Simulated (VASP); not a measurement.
Set up this calculation in VASP 6.6.1, as the native input.

```
Task                   : single point
Functional             : PBE
Potentials or basis    : VASP PAW PBE potentials, release 64 (Hf_pv, Bi_d, Br)
Cutoff                 : 520 eV
k mesh                 : 4 × 4 × 6
Occupations            : gaussian, width 0.1 eV
Spin                   : no spin polarisation
Dipole correction      : no
Further INCAR settings : ALGO = Normal; EDIFF = 1e-06; NBANDS = 28
```

The structure of HfBiBr2 lies in POSCAR:

```
HfBiBr2
1.0
    6.0112416100      0.0000000000      0.0000000000
    0.0000000000      6.0112416100      0.0000000000
    0.0000000000      0.0000000000      2.7042194000
Hf Bi Br
1 1 2
Direct
    0.0000000000      0.0000000000      0.0000000000
    0.5000000000      0.5000000000      0.5000000000
    0.5000000000      0.0000000000      0.0000000000
    0.0000000000      0.5000000000      0.0000000000
```

One way to write it, as run:

INCAR

```
  PREC = Accurate
  ENCUT = 520
  EDIFF = 1E-6
  ISMEAR = 0
  SIGMA = 0.1
  LREAL = False
  LASPH = True
  NELM = 60
  ALGO = Normal
  ISIF = 2
  LWAVE = False
  LCHARG = False
  GGA = PE
  NBANDS = 28
```

KPOINTS

```
regular mesh
0
Gamma
  4 4 6
```

Potentials or basis: VASP PAW PBE potentials, release 64 (Hf_pv, Bi_d, Br).

Launch:

```bash
$ cat potpaw_PBE.64/Hf_pv/POTCAR potpaw_PBE.64/Bi_d/POTCAR potpaw_PBE.64/Br/POTCAR > POTCAR
$ mpirun -np 1 vasp_std > vasp.out
```

Results of the run:

The pressure is 13.3 GPa. The band gap on the k mesh is zero (an odd number of electrons rules out a gap without spin polarisation).

Caveat: the k points lie up to 0.39 Å⁻¹ apart, too coarse for converged energies and pressures of a metal; spin-orbit coupling is left out, which moves the levels of the heavy elements; an odd number of electrons without spin polarisation forces a metal; a magnetic or distorted state may lie lower.

Run time: 33 s on 1 thread of Intel(R) Xeon(R) Platinum 8559C (Emerald Rapids), with other jobs on the host, peak memory 0.24 GiB.
